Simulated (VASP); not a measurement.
# TePb (Fm-3m) in VASP: notebook

Runs on TePb. Level: PBEsol. Tasks: elastic constants.

Program: VASP 6.6.1. These are calculated values, not measurements. Logs are shortened: lines on timing, memory, paths and dates and some standing lists are left out, and cuts for length are marked.

**1. The cell of the first run**

It takes space group Fm-3m (No. 225, cubic). Conventional cell: a = 6.443 Å, b = 6.443 Å, c = 6.443 Å, α = 90.00°, β = 90.00°, γ = 90.00°. Within 4.2 Å of Te (site symmetry m-3m) lie 6 Pb at 3.22 Å. Within 4.2 Å of Pb (site symmetry m-3m) lie 6 Te at 3.22 Å.

**2. Elastic constants, PBEsol**

Contents of INCAR:

```
PREC = Accurate ; ENCUT = 600
EDIFF = 1E-8 ; ISMEAR = 0
SIGMA = 0.01 ; LREAL = F
LASPH = T ; NELM = 60
ALGO = Normal ; ISIF = 3
LWAVE = F ; LCHARG = F
GGA = PS ; NBANDS = 17
IBRION = 6 ; NFREE = 2
POTIM = 0.015 ; NSW = 1
```

Contents of KPOINTS:

```
Automatic mesh
0
Gamma
  6 6 6
```

Contents of POSCAR:

```
TePb
1.0
    0.0000000000      3.2213498497      3.2213498497
    3.2213498497      0.0000000000      3.2213498497
    3.2213498497      3.2213498497      0.0000000000
Te Pb
1 1
Direct
    0.5000000000      0.5000000000      0.5000000000
    0.0000000000      0.0000000000      0.0000000000
```

Potentials or basis: VASP PAW PBE potentials, release 64 (Te, Pb_d).

Launch:

```console
> cat potpaw_PBE.64/Te/POTCAR potpaw_PBE.64/Pb_d/POTCAR > POTCAR
> mpirun -np 1 vasp_std > vasp.out
```

OUTCAR:

```text
PREC = Accurate
   ENCUT = 600
   EDIFF = 1E-8
   ISMEAR = 0
   LREAL = F
   LASPH = T
   NELM = 60
   ISIF = 3
   GGA = PS
   IBRION = 6
   NFREE = 2
   POTIM = 0.015
   NSW = 1

 ion  position               nearest neighbor table
   1  0.500  0.500  0.500-   2 3.22   2 3.22   2 3.22   2 3.22   2 3.22   2 3.22
   2  0.000  0.000  0.000-   1 3.22   1 3.22   1 3.22   1 3.22   1 3.22   1 3.22

  LATTYP: Found a face centered cubic cell.
 ALAT       =     6.4426996994

  Lattice vectors:

 A1 = (   0.0000000000,   3.2213498497,   3.2213498497)
 A2 = (   3.2213498497,   0.0000000000,   3.2213498497)
 A3 = (   3.2213498497,   3.2213498497,   0.0000000000)

Analysis of symmetry for initial positions (statically):
=====================================================================
 Subroutine PRICEL returns:
 Original cell was already a primitive cell.

 Routine SETGRP: Setting up the symmetry group for a
 face centered cubic supercell.

 Subroutine GETGRP returns: Found 48 space group operations
 (whereof 48 operations were pure point group operations)
 out of a pool of 48 trial point group operations.

The static configuration has the point symmetry O_h .

Analysis of symmetry for dynamics (positions and initial velocities):
=====================================================================
 Subroutine PRICEL returns:
 Original cell was already a primitive cell.

 Routine SETGRP: Setting up the symmetry group for a
 face centered cubic supercell.

 Subroutine GETGRP returns: Found 48 space group operations
 (whereof 48 operations were pure point group operations)
 out of a pool of 48 trial point group operations.

The dynamic configuration has the point symmetry O_h .

 Subroutine INISYM returns: Found 48 space group operations
 (whereof 48 operations are pure point group operations),
 and found     1 'primitive' translations

----------------------------------------------------------------------------------------

                                     Primitive cell

  volume of cell :      66.8565

  direct lattice vectors                    reciprocal lattice vectors
     0.000000000  3.221349850  3.221349850    -0.155214436  0.155214436  0.155214436
     3.221349850  0.000000000  3.221349850     0.155214436 -0.155214436  0.155214436
     3.221349850  3.221349850  0.000000000     0.155214436  0.155214436 -0.155214436

  length of vectors
     4.555676647  4.555676647  4.555676647     0.268839289  0.268839289  0.268839289

  position of ions in fractional coordinates (direct lattice)
     0.500000000  0.500000000  0.500000000
     0.000000000  0.000000000  0.000000000

  ion indices of the primitive-cell ions
   primitive index   ion index
                 1           1
                 2           2

----------------------------------------------------------------------------------------

 KPOINTS: Automatic mesh

Automatic generation of k-mesh.
 Grid dimensions read from file:
 generate k-points for:    6    6    6

 Generating k-lattice:

  Cartesian coordinates                     Fractional coordinates (reciprocal lattice)
    -0.025869073  0.025869073  0.025869073     0.166666667  0.000000000  0.000000000
     0.025869073 -0.025869073  0.025869073     0.000000000  0.166666667  0.000000000
     0.025869073  0.025869073 -0.025869073     0.000000000  0.000000000  0.166666667

  Length of vectors
     0.044806548  0.044806548  0.044806548

  Shift w.r.t. Gamma in fractional coordinates (k-lattice)
     0.000000000  0.000000000  0.000000000

 Subroutine IBZKPT returns following result:
 ===========================================

 Found     16 irreducible k-points:

 Following reciprocal coordinates:
            Coordinates               Weight
  0.000000  0.000000  0.000000      1.000000
  0.166667  0.000000  0.000000      8.000000
  0.333333  0.000000  0.000000      8.000000
  0.500000  0.000000  0.000000      4.000000
  0.166667  0.166667  0.000000      6.000000
  0.333333  0.166667  0.000000     24.000000
[... 8 lines left out ...]
 -0.333333  0.333333  0.166667     24.000000
 -0.333333  0.500000  0.166667     12.000000
   k-points           NKPTS =     16   k-points in BZ     NKDIM =     16   number of bands    NBANDS=     17
[... 24 lines left out ...]
   ISYM   =      2    0-nonsym 1-usesym 2-fastsym
   POTIM  = 0.0150    time-step for ionic-motion
   TEBEG  =    0.0;   TEEND  =   0.0 temperature during run
   PSTRESS=    0.0 pullay stress
   NELECT =      20.0000    total number of electrons
   NUPDOWN=      -1.0000    fix difference up-down
   EMIN   =  10.00;   EMAX   =-10.00  energy-range for DOS
   EFERMI =   0.00;   METHOD = LEGACY
   ISMEAR =     0;   SIGMA  =   0.01  broadening in eV -4-tet -1-fermi 0-gaus
   EFERMI_NEDOS =   21; number of points for ismear=-14 and -15
   IALGO  =     38    algorithm
   IMIX   =      4    mixing-type and parameters
     AMIX     =   0.40;   BMIX     =  1.00
     AMIX_MAG =   1.60;   BMIX_MAG =  1.00
  volume/ion in A,a.u.               =      33.43       225.58
  Fermi-wavevector in a.u.,A,eV,Ry     =   1.094889  2.069041 16.310432  1.198783
  Thomas-Fermi vector in A             =   2.231203
   LORBIT       =      0    0 simple, 1 ext, 2 COOP (PROOUT), +10 PAW based schemes
   GGA     = PS    functional components
   LHFCALC =     F    Hartree Fock is set to
   AEXX    =    0.0000 exact exchange contribution
   IVDW    =     0    specifies the selected vdW correction
   LEPSILON=     F    determine dielectric tensor
   LRPA    =     F    only Hartree local field effects (RPA)
 finite differences with symmetry
 non-spin polarized calculation
 Gauss-broadening in eV      SIGMA  =   0.01
  energy-cutoff  :      600.00
  volume of cell :       66.86
 maximum number of plane-waves:      2252
   NGX = 19   NGY = 19   NGZ = 19

--------------------------------------- Ionic step        1  -------------------------------------------

 number of electron      20.0000002 magnetization

 Free energy of the ion-electron system (eV)
  ---------------------------------------------------
  ext. energy  EPLUGINS =         0.00000000
  ---------------------------------------------------
  free energy    TOTEN  =        -8.26017626 eV

  energy without entropy =       -8.26017626  energy(sigma->0) =       -8.26017626

------------------------ aborting loop because EDIFF is reached ----------------------------------------

  FORCE on cell =-STRESS in cart. coord.  units (eV):
  Direction    XX          YY          ZZ          XY          YZ          ZX
  --------------------------------------------------------------------------------------
  -------------------------------------------------------------------------------------
  Total        0.0105191      0.0105191      0.0105191     -0.0000000      0.0000000     -0.0000000
  in kB        0.2520848      0.2520848      0.2520848     -0.0000000      0.0000000     -0.0000000
  external PRESSURE =       0.2520848 kB  Pullay stress =       0.0000000 kB
[... 89 lines left out ...]
  FREE ENERGIE OF THE ION-ELECTRON SYSTEM (eV)
  ---------------------------------------------------
  free  energy   TOTEN  =        -8.2536999700 eV

  energy  without entropy=       -8.2536999700  energy(sigma->0) =       -8.25369997

[... ionic steps 4 to 14 ...]

--------------------------------------- Ionic step       15  -------------------------------------------

 number of electron      20.0000002 magnetization

------------------------ aborting loop because EDIFF is reached ----------------------------------------
[... 67 lines left out ...]
--------------------------------------- Ionic step       17  -------------------------------------------

 number of electron      20.0000001 magnetization

 Free energy of the ion-electron system (eV)
  ---------------------------------------------------
  ext. energy  EPLUGINS =         0.00000000
  ---------------------------------------------------
  free energy    TOTEN  =        -8.26013779 eV

  energy without entropy =       -8.26013779  energy(sigma->0) =       -8.26013779

 E-fermi :   5.6905     XC(G=0):  -9.5108

 val. band max:        5.5764949170   @ k =   0.5000   0.0000   0.0000
 cond. band min:       6.2270332335   @ k =   0.5000   0.0000   0.0000
 fundamental gap:      0.6505383165
 Fermi energy:         5.6904805633

 k-point     1 :       0.0000    0.0000    0.0000
  band No.  band energies     occupation
      1     -11.0693      2.00000
      2     -11.0693      2.00000
      3     -11.0577      2.00000
      4     -11.0576      2.00000
      5     -11.0576      2.00000
      6      -6.5327      2.00000
[... 457 lines left out ...]
      4     -11.0422      2.00000
      5     -11.0366      2.00000
      6      -4.7613      2.00000
[... 9 lines left out ...]
     16      13.8975      0.00000
     17      15.8986      0.00000

 [... further k-points ...]
[... 5 lines left out ...]
  --------------------------------------------------------------------------------------
  -------------------------------------------------------------------------------------
  Total        0.0139651      0.0102691      0.0102691     -0.0000000     -0.0000000      0.0000000
  in kB        0.3346652      0.2460931      0.2460931     -0.0000000     -0.0000000      0.0000000
  external PRESSURE =       0.2756171 kB  Pullay stress =       0.0000000 kB
[... 17 lines left out ...]
  FREE ENERGIE OF THE ION-ELECTRON SYSTEM (eV)
  ---------------------------------------------------
  free  energy   TOTEN  =        -8.2601377866 eV

  energy  without entropy=       -8.2601377866  energy(sigma->0) =       -8.26013779

 INTERNAL STRAIN TENSORS FROM STRAINED CELLS
 ============================================

 INTERNAL STRAIN TENSOR FOR ION    1 for displacements in x,y,z  (eV/Angst):
          X           Y           Z          XY          YZ          ZX
  --------------------------------------------------------------------------------
  x    -0.00000     0.00000    -0.00000     0.00000    -0.00000    -0.00000
  y    -0.00000     0.00000     0.00000    -0.00000     0.00000     0.00000
  z     0.00000    -0.00000     0.00000     0.00000    -0.00000     0.00000

 INTERNAL STRAIN TENSORS FROM DISPLACED ATOMS
 ============================================

 INTERNAL STRAIN TENSOR FOR ION    1 for displacements in x,y,z  (eV/Angst):
          X           Y           Z          XY          YZ          ZX
  --------------------------------------------------------------------------------
  x     0.00000     0.00000     0.00000     0.00000     0.00000     0.00000
  y     0.00000     0.00000     0.00000     0.00000     0.00000     0.00000
  z     0.00000     0.00000     0.00000     0.00000     0.00000     0.00000

 INTERNAL STRAIN TENSOR FOR ION    2 for displacements in x,y,z  (eV/Angst):
          X           Y           Z          XY          YZ          ZX
  --------------------------------------------------------------------------------
  x     0.00000     0.00000     0.00000     0.00000     0.00000     0.00000
  y     0.00000     0.00000     0.00000     0.00000     0.00000     0.00000
  z     0.00000     0.00000     0.00000     0.00000     0.00000     0.00000

 Eigenvectors and eigenvalues of the dynamical matrix
 ----------------------------------------------------

   1 f  =    1.026750 THz     6.451258 2PiTHz   34.248679 cm-1     4.246293 meV
             X         Y         Z           dx          dy          dz
      3.221350  3.221350  3.221350    -0.783545    0.000000    0.000000
      0.000000  0.000000  0.000000     0.621335    0.000000    0.000000
[... 21 lines left out ...]
   6 f/i=    0.005209 THz     0.032731 2PiTHz    0.173763 cm-1     0.021544 meV
             X         Y         Z           dx          dy          dz
      3.221350  3.221350  3.221350     0.000000    0.250772    0.568481
      0.000000  0.000000  0.000000     0.000000    0.316240    0.716893

--------------------------------------------------------------------------------------------------------

 ELASTIC MODULI CONTR FROM IONIC RELAXATION (kBar)
 Direction    XX          YY          ZZ          XY          YZ          ZX
 --------------------------------------------------------------------------------
 XX           0.0000      0.0000      0.0000      0.0000      0.0000      0.0000
 YY           0.0000      0.0000      0.0000      0.0000      0.0000      0.0000
 ZZ           0.0000      0.0000      0.0000      0.0000      0.0000      0.0000
 XY           0.0000      0.0000      0.0000      0.0000      0.0000      0.0000
 YZ           0.0000      0.0000      0.0000      0.0000      0.0000      0.0000
 ZX           0.0000      0.0000      0.0000      0.0000      0.0000      0.0000
 --------------------------------------------------------------------------------

 TOTAL ELASTIC MODULI (kBar)
 Direction    XX          YY          ZZ          XY          YZ          ZX
 --------------------------------------------------------------------------------
 XX        1265.5588     51.0467     51.0467     -0.0000     -0.0000      0.0000
 YY          51.0467   1265.5588     51.0467      0.0000      0.0000      0.0000
 ZZ          51.0467     51.0467   1265.5588     -0.0000     -0.0000     -0.0000
 XY          -0.0000      0.0000     -0.0000    148.8145      0.0000      0.0000
 YZ          -0.0000      0.0000     -0.0000      0.0000    148.8145      0.0000
 ZX           0.0000      0.0000     -0.0000      0.0000      0.0000    148.8145
 --------------------------------------------------------------------------------
```

It took 15 min on 1 thread of Intel Xeon 8259CL, shared host; peak memory 0.33 GiB.

Results:

* Elastic constants C11, C12, C44: 127, 5, 15 GPa
* Voigt bulk modulus: 46 GPa
* Highest phonon frequency at Γ, LO-TO splitting left out: 34 cm⁻¹

Phonon frequencies in cm⁻¹ (negative: imaginary):
```csv
q point,frequencies
"(0.000, 0.000, 0.000)",0 0 0 34 34 34
```

Elastic tensor in Voigt notation (GPa, in the Cartesian axes of the cell as first typed):
```
127   5   5   0   0   0
  5 127   5   0   0   0
  5   5 127   0   0   0
  0   0   0  15   0   0
  0   0   0   0  15   0
  0   0   0   0   0  15
```

Clamped-ion elastic tensor (GPa):
```
127   5   5   0   0   0
  5 127   5   0   0   0
  5   5 127   0   0   0
  0   0   0  15   0   0
  0   0   0   0  15   0
  0   0   0   0   0  15
```

Caveat: the PAW data sets were made with another functional, which shifts forces and pressure a little; spin-orbit coupling is left out, which moves the levels of the heavy elements.

[end of part 1 of 2]
